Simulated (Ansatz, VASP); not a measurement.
## One calculation of As, two programs

```
As
1.0
     1.88080    1.08588    3.51406
    -1.88080    1.08588    3.51406
     0.00000   -2.17176    3.51406
As
2
Direct
  0.22600 0.22600 0.22600
  0.77400 0.77400 0.77400
```

Alike in both runs: functional PBEsol; k mesh 7 × 7 × 7; occupations fermi-dirac, width 0.05 eV; non-collinear spin, spin-orbit coupling.

|  | VASP | Ansatz |
| --- | --- | --- |
| version | VASP 6.6.1 | Ansatz 0.2.0 |
| potentials or method | VASP PAW PBE potentials, release 64 (As) | Ansatz PAW |
| plane-wave cutoff (eV) | 520 | 420 |
| valence electrons in the cell | 10 | 30 |
| task | single point | band structure |

Ansatz gave:

- pressure (GPa): 0.2
- traceless stress, the component that is largest in VASP (GPa): -0.61
- rms of the force components (eV/Å): 0.192
- net moment per atom (μB): 0.00

Question: Which values does VASP return?

Answer: Pressure (GPa): 0.6; traceless stress, the component that is largest in VASP (GPa): -0.74; rms of the force components (eV/Å): 0.232; net moment per atom (μB): 0.00.

VASP's potentials were made for PBE, not for PBEsol. Atom by atom the forces differ by 0.041 eV/Å (rms over components). VASP's potentials hold 10 valence electrons a cell and Ansatz's 30, so a difference there can come from the potentials and not from the codes.
